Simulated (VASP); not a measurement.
# BP: single point with r2SCAN+rVV10

BP:

```
CELL_PARAMETERS angstrom
0.00000 2.29886 2.29886
2.29886 0.00000 2.29886
2.29886 2.29886 0.00000
ATOMIC_POSITIONS crystal
P 0.75000 0.75000 0.75000
B 0.00000 0.00000 0.00000
```

```json
{
 "Program": "VASP 6.6.1",
 "Task": "single point",
 "Functional": "r2SCAN",
 "Dispersion": "rVV10",
 "Potentials or basis": "VASP PAW PBE potentials, release 64 (P, B)",
 "Cutoff": "520 eV",
 "k mesh": "10 × 10 × 10",
 "Occupations": "fermi-dirac, width 0.05 eV",
 "Spin": "no spin polarisation",
 "Dipole correction": "no",
 "Further INCAR settings": "ALGO = Normal; EDIFF = 1e-06; NBANDS = 11"
}
```

The pressure is -7.4 GPa and the band gap on the k mesh is 1.47 eV, indirect (least direct gap 3.58 eV).

Levels at points of the mesh, in eV from the valence-band top:
```
           k point  band 1  band 2  band 3  band 4  band 5  band 6  band 7  band 8  band 9
(0.00, 0.00, 0.00)  -15.91    0.00    0.00    0.00    3.58    3.58    3.58    7.38   12.03
(0.50, 0.00, 0.00)  -12.57   -9.23   -1.81   -1.81    3.88    4.99    4.99   10.71   15.21
(0.50, 0.50, 0.00)  -10.96   -8.93   -4.20   -4.20    1.58    1.91   12.68   12.68   15.88
```

Run time: 73 s on 1 thread of Intel Xeon 6975P-C (shared host), peak memory 0.21 GiB.

Caveat: the PAW data sets were made with another functional, which shifts forces and pressure a little. A k mesh can miss the band edges.
